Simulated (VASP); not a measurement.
# Cu (P6_3/mmc) in VASP: further runs

Cu is run at these levels: PBE; tasks: single point.

Everything below comes from runs of VASP 6.6.1. Logs are shortened: lines on timing, memory, paths and dates and some standing lists are left out, and cuts for length are marked.

**1. The cell of the first run**

It takes space group P6_3/mmc (No. 194, hexagonal). The conventional cell has a = 2.597 Å, b = 2.597 Å, c = 4.010 Å, α = 90.00°, β = 90.00°, γ = 120.00°. Cu (site symmetry -6m2) has 12 Cu at 2.50 to 2.60 Å within 3.3 Å.

**2. Single point, PBE (strain +0.025 along x and y, -0.025 along z)**

Contents of INCAR:

```
  ALGO = Fast
  EDIFF = 1E-6
  ENCUT = 520
  GGA = PE
  ISIF = 2
  ISMEAR = 0
  LASPH = True
  LCHARG = False
  LREAL = False
  LWAVE = False
  NBANDS = 18
  NELM = 60
  PREC = Accurate
  SIGMA = 0.15
```

Contents of KPOINTS:

```
k-points
0
Gamma
  24 24 12
```

Contents of POSCAR:

```
Cu
1.0
    2.5974490865      0.0000000000      0.0000000000
   -1.2987245433      2.2494568940      0.0000000000
    0.0000000000      0.0000000000      4.0097567250
Cu
2
Direct
    0.3333333333      0.6666666667      0.2500000000
    0.6666666667      0.3333333333      0.7500000000
```

Potentials or basis: VASP PAW PBE potentials, release 64 (Cu).

On the command line:

```bash
$ cat potpaw_PBE.64/Cu/POTCAR > POTCAR
$ mpirun -np 1 vasp_std > vasp.out
```

OUTCAR:

```text
EDIFF = 1E-6
   ENCUT = 520
   GGA = PE
   ISIF = 2
   ISMEAR = 0
   LASPH = True
   LREAL = False
   NELM = 60
   PREC = Accurate

 ion  position               nearest neighbor table
   1  0.333  0.667  0.250-   2 2.50   2 2.50   2 2.50   2 2.50   2 2.50   2 2.50
   2  0.667  0.333  0.750-   1 2.50   1 2.50   1 2.50   1 2.50   1 2.50   1 2.50

  LATTYP: Found a hexagonal cell.
 ALAT       =     2.5974490865
 C/A-ratio  =     1.5437287090

  Lattice vectors:

 A1 = (   2.5974490865,   0.0000000000,   0.0000000000)
 A2 = (  -1.2987245433,   2.2494568940,   0.0000000000)
 A3 = (   0.0000000000,   0.0000000000,   4.0097567250)

Analysis of symmetry for initial positions (statically):
=====================================================================
 Subroutine PRICEL returns:
 Original cell was already a primitive cell.

 Routine SETGRP: Setting up the symmetry group for a
 hexagonal supercell.

 Subroutine GETGRP returns: Found 24 space group operations
 (whereof 12 operations were pure point group operations)
 out of a pool of 24 trial point group operations.

The static configuration has the point symmetry D_3d.
 The point group associated with its full space group is D_6h.

Analysis of symmetry for dynamics (positions and initial velocities):
=====================================================================
 Subroutine PRICEL returns:
 Original cell was already a primitive cell.

 Routine SETGRP: Setting up the symmetry group for a
 hexagonal supercell.

 Subroutine GETGRP returns: Found 24 space group operations
 (whereof 12 operations were pure point group operations)
 out of a pool of 24 trial point group operations.

The dynamic configuration has the point symmetry D_3d.
 The point group associated with its full space group is D_6h.

 Subroutine INISYM returns: Found 24 space group operations
 (whereof 12 operations are pure point group operations),
 and found     1 'primitive' translations

----------------------------------------------------------------------------------------

                                     Primitive cell

  volume of cell :      23.4284

  direct lattice vectors                    reciprocal lattice vectors
     2.597449087  0.000000000  0.000000000     0.384993109  0.222275875  0.000000000
[... 78 lines left out ...]
   ISTART =      0    job   : 0-new  1-cont  2-samecut
   ICHARG =      2    charge: 1-file 2-atom 10-const
   ISPIN  =      1    spin polarized calculation?
   LNONCOLLINEAR =      F non collinear calculations
   LSORBIT =      F    spin-orbit coupling
   LASPH  =      T    aspherical Exc in radial PAW
   ENCUT  =  520.0 eV  38.22 Ry    6.18 a.u.   4.83  4.83  7.46*2*pi/ulx,y,z
   NELM   =     60;   NELMIN=  2; NELMDL= -5     # of ELM steps
   EDIFF  = 0.1E-05   stopping-criterion for ELM
   LREAL  =      F    real-space projection
   EDIFFG = 0.1E-04   stopping-criterion for IOM
   NSW    =      0    number of steps for IOM
   IBRION =     -1    ionic relax: 0-MD 1-quasi-New 2-CG
   NFREE  =      0    steps in history (QN), initial steepest desc. (CG)
   ISIF   =      2    stress and relaxation
   ISYM   =      2    0-nonsym 1-usesym 2-fastsym
   POTIM  = 0.5000    time-step for ionic-motion
   TEBEG  =    0.0;   TEEND  =   0.0 temperature during run
   PSTRESS=    0.0 pullay stress
   NELECT =      22.0000    total number of electrons
   NUPDOWN=      -1.0000    fix difference up-down
   EMIN   =  10.00;   EMAX   =-10.00  energy-range for DOS
   EFERMI =   0.00;   METHOD = LEGACY
   ISMEAR =     0;   SIGMA  =   0.15  broadening in eV -4-tet -1-fermi 0-gaus
   EFERMI_NEDOS =   21; number of points for ismear=-14 and -15
   IALGO  =     68    algorithm
   IMIX   =      4    mixing-type and parameters
     AMIX     =   0.40;   BMIX     =  1.00
     AMIX_MAG =   1.60;   BMIX_MAG =  1.00
  volume/ion in A,a.u.               =      11.71        79.05
  Fermi-wavevector in a.u.,A,eV,Ry     =   1.603128  3.029472 34.967228  2.570019
  Thomas-Fermi vector in A             =   2.699840
   LORBIT       =      0    0 simple, 1 ext, 2 COOP (PROOUT), +10 PAW based schemes
   GGA     = PE    functional components
   LHFCALC =     F    Hartree Fock is set to
   AEXX    =    0.0000 exact exchange contribution
   IVDW    =     0    specifies the selected vdW correction
   LEPSILON=     F    determine dielectric tensor
   LRPA    =     F    only Hartree local field effects (RPA)
 non-spin polarized calculation
 RMM-DIIS sequential band-by-band and
 Gauss-broadening in eV      SIGMA  =   0.15
  energy-cutoff  :      520.00
  volume of cell :       23.43
 maximum number of plane-waves:       648
 NGX is ok and might be reduce to    20
   NGX =  9   NGY =  9   NGZ = 15

 number of electron      22.0000033 magnetization

 Free energy of the ion-electron system (eV)
  ---------------------------------------------------
  ext. energy  EPLUGINS =         0.00000000
  ---------------------------------------------------
  free energy    TOTEN  =        -7.40539357 eV

  energy without entropy =       -7.39902875  energy(sigma->0) =       -7.40221116

 E-fermi :   7.7017     XC(G=0): -12.7707

 val. band max:        7.6922410127   @ k =   0.3750  -0.0000   0.4167
 cond. band min:       7.7132049200   @ k =   0.1250   0.1250   0.2500
 fundamental gap:      0.0209639074
 Fermi energy:         7.7017035822

 k-point     1 :       0.0000    0.0000    0.0000
  band No.  band energies     occupation
      1      -1.7260      2.00000
      2       2.6570      2.00000
      3       4.6852      2.00000
      4       4.6852      2.00000
      5       4.8274      2.00000
      6       4.9408      2.00000
[... 481 lines left out ...]
      5       4.4492      2.00000
      6       4.8106      2.00000
[... 10 lines left out ...]
     17      19.6608      0.00000
     18      26.5142      0.00000

 [... further k-points ...]
[... 5 lines left out ...]
  --------------------------------------------------------------------------------------
  -------------------------------------------------------------------------------------
  Total        0.1639274      0.1639274      1.6872297     -0.0000000     -0.0000000     -0.0000000
  in kB       11.2103567     11.2103567    115.3830577     -0.0000000     -0.0000000     -0.0000000
  external PRESSURE =      45.9345904 kB  Pullay stress =       0.0000000 kB

 VOLUME and BASIS-vectors are now :
 -----------------------------------------------------------------------------
  energy-cutoff  :      520.00
  volume of cell :       23.43
      direct lattice vectors                 reciprocal lattice vectors
     2.597449087  0.000000000  0.000000000     0.384993109  0.222275875  0.000000000
    -1.298724543  2.249456894  0.000000000     0.000000000  0.444551751  0.000000000
     0.000000000  0.000000000  4.009756725     0.000000000  0.000000000  0.249391688

 POSITION                                       TOTAL-FORCE (eV/Angst)
 -----------------------------------------------------------------------------------
     -0.00000      1.49964      1.00244        -0.000000      0.000000     -0.000000
      1.29872      0.74982      3.00732         0.000000     -0.000000      0.000000
 -----------------------------------------------------------------------------------
    total drift:                               -0.000000      0.000000     -0.000000

  FREE ENERGIE OF THE ION-ELECTRON SYSTEM (eV)
  ---------------------------------------------------
  free  energy   TOTEN  =        -7.4053935665 eV

  energy  without entropy=       -7.3990287542  energy(sigma->0) =       -7.40221116
```

stdout:

```text
POSCAR found type information on POSCAR Cu
 POSCAR found :  1 types and       2 ions
 scaLAPACK will be used
 LDA part: xc-table for (Slater+PW92), standard interpolation
 POSCAR, INCAR and KPOINTS ok, starting setup
 FFT: planning ... GRIDC
 FFT: planning ... GRID_SOFT
 FFT: planning ... GRID
 WAVECAR not read
 entering main loop
WARNING in EDDRMM: call to ZHEGV failed, returncode =   8  4     17
```

Wall time 4.9 min (1 thread of AMD EPYC 7R13, shared host); peak memory 0.22 GiB.

Results:

```
Free energy            : -7.4054 eV
Pressure               : 4.6 GPa
Band gap on the k mesh : zero (band 11 reaches 11.48 eV, above the bottom of band 12 at 5.73 eV)
```

Stress tensor (GPa, compression positive):
```
 1.12  0.00  0.00
 0.00  1.12  0.00
 0.00  0.00 11.54
```

Caveat: the cell differs from its parent crystal (strain +0.025 along x and y, -0.025 along z).

**3. Single point, PBE (strain +0.000 along x and y, +0.050 along z)**

Contents of INCAR:

```
PREC = Accurate
ENCUT = 520
EDIFF = 1E-6
ISMEAR = 0
SIGMA = 0.15
LREAL = False
LASPH = True
NELM = 100
ALGO = Fast
ISIF = 2
LWAVE = False
LCHARG = False
GGA = PE
NBANDS = 18
```

Contents of KPOINTS:

```
regular mesh
0
Gamma
  24 24 12
```

Contents of POSCAR:

```
Cu
1.0
    2.5340966698      0.0000000000      0.0000000000
   -1.2670483349      2.1945920917      0.0000000000
    0.0000000000      0.0000000000      4.3181995500
Cu
2
Direct
    0.3333333333      0.6666666667      0.2500000000
    0.6666666667      0.3333333333      0.7500000000
```

Potentials or basis: VASP PAW PBE potentials, release 64 (Cu).

On the command line:

```bash
$ cat potpaw_PBE.64/Cu/POTCAR > POTCAR
$ mpirun -np 1 vasp_std > vasp.out
```

Run time: 4.3 min. Hardware: 1 thread of AMD EPYC 7R13, shared host; peak memory 0.23 GiB.

Results (log left out):

```yaml
Free_energy: -7.4314 eV
Pressure: 0.8 GPa
Band_gap_on_the_k_mesh: zero (band 11 reaches 11.61 eV, above the bottom of band 12 at 5.45 eV)
```

Stress tensor (GPa, compression positive):
```
 2.97  0.00  0.00
 0.00  2.97  0.00
 0.00  0.00 -3.58
```

Levels at points of the mesh, in eV from the Fermi level:
| k point | band 8 | band 9 | band 10 | band 11 | band 12 | band 13 | band 14 | band 15 |
| --- | --- | --- | --- | --- | --- | --- | --- | --- |
| (0.00, 0.00, 0.00) | -2.34 | -2.34 | -1.72 | -1.72 | -1.32 | 3.11 | 21.80 | 22.26 |
| (0.50, 0.00, 0.00) | -1.63 | -1.56 | -1.49 | 0.09 | 1.68 | 7.52 | 7.70 | 10.36 |
| (0.00, 0.00, 0.50) | -2.94 | -1.93 | -1.93 | -1.93 | -1.93 | 11.25 | 11.25 | 22.46 |
| (0.50, 0.00, 0.50) | -1.87 | -1.52 | -1.52 | 0.56 | 0.56 | 4.86 | 4.86 | 16.41 |

Caveat: the cell differs from its parent crystal (strain +0.000 along x and y, +0.050 along z).
